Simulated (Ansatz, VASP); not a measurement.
# One calculation of As2Pt, two programs

```
As Pt
1.0
     6.12724    0.00000    0.00000
     0.00000    6.12724    0.00000
     0.00000    0.00000    6.12724
As Pt
8 4
Direct
  0.38405 0.38405 0.38405
  0.11595 0.61595 0.88405
  0.88405 0.11595 0.61595
  0.61595 0.88405 0.11595
  0.61595 0.61595 0.61595
  0.88405 0.38405 0.11595
  0.11595 0.88405 0.38405
  0.38405 0.11595 0.88405
  0.00000 0.00000 0.00000
  0.50000 0.00000 0.50000
  0.50000 0.50000 0.00000
  0.00000 0.50000 0.50000
```

Alike in both runs: task single point; functional r2SCAN; k mesh 4 × 4 × 4; no spin polarisation.

|  | VASP | Ansatz |
| --- | --- | --- |
| version | VASP 6.6.1 | Ansatz 0.2.0 |
| potentials or method | VASP PAW PBE potentials, release 64 (As, Pt) | plane waves, PAW |
| plane-wave cutoff (eV) | 550 | 500 |
| occupations | gaussian, width 0.01 eV | fixed |
| valence electrons in the cell | 80 | 192 |

Ansatz gave:

| Property | Result |
| --- | --- |
| gap on the k mesh at the Fermi level (eV) | 0.41 |
| pressure (GPa) | -7.7 |
| rms of the force components (eV/Å) | 0.040 |

Q: Estimate VASP's values.

A: gap on the k mesh at the Fermi level (eV): 0.39; pressure (GPa): -7.8; rms of the force components (eV/Å): 0.036.

VASP's potentials were made for PBE, not for r2SCAN. Atom by atom the forces differ by 0.004 eV/Å (rms over components). VASP's potentials hold 80 valence electrons a cell and Ansatz's 192, so a difference there can come from the potentials and not from the codes.

Spin-orbit coupling is off throughout.
